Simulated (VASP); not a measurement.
Here is a VASP 6.6.1 calculation.

Contents of INCAR:

```
SYSTEM = Sr3N
  PREC = Accurate
  ENCUT = 520
  EDIFF = 1E-7
  ISMEAR = 0
  SIGMA = 0.1
  LREAL = .False.
  LASPH = .True.
  NELM = 80
  ALGO = Normal
  ISIF = 2
  LWAVE = .False.
  LCHARG = .False.
  GGA = PE
  NBANDS = 26
```

The input KPOINTS:

```
regular mesh
0
Gamma
  4 4 4
  0 0 0
```

File POSCAR:

```
Sr3N
1.0
    5.0473313500      0.0000000000      0.0000000000
    0.0000000000      5.0473313500      0.0000000000
    0.0000000000      0.0000000000      3.8355076400
Sr N
3 1
Direct
    0.0000000000      0.0000000000      0.0000000000
    0.5000000000      0.0000000000      0.5000000000
    0.0000000000      0.5000000000      0.5000000000
    0.0000000000      0.0000000000      0.5000000000
```

Potentials or basis: VASP PAW PBE potentials, release 64 (Sr_sv, N).

Command:

```sh
$ cat potpaw_PBE.64/Sr_sv/POTCAR potpaw_PBE.64/N/POTCAR > POTCAR
$ mpirun -np 1 vasp_std > vasp.out
```

**Question.** Predict the pressure.

**Answer.** 34.4 GPa.

**Question.** Estimate the band gap on the k mesh.

**Answer.** Zero (an odd number of electrons rules out a gap without spin polarisation).

Stress tensor (GPa, compression positive):
```
17.07  0.00  0.00
 0.00 17.07  0.00
 0.00  0.00 69.16
```

Caveat: the k points lie up to 0.41 Å⁻¹ apart, too coarse for converged energies and pressures of a metal.
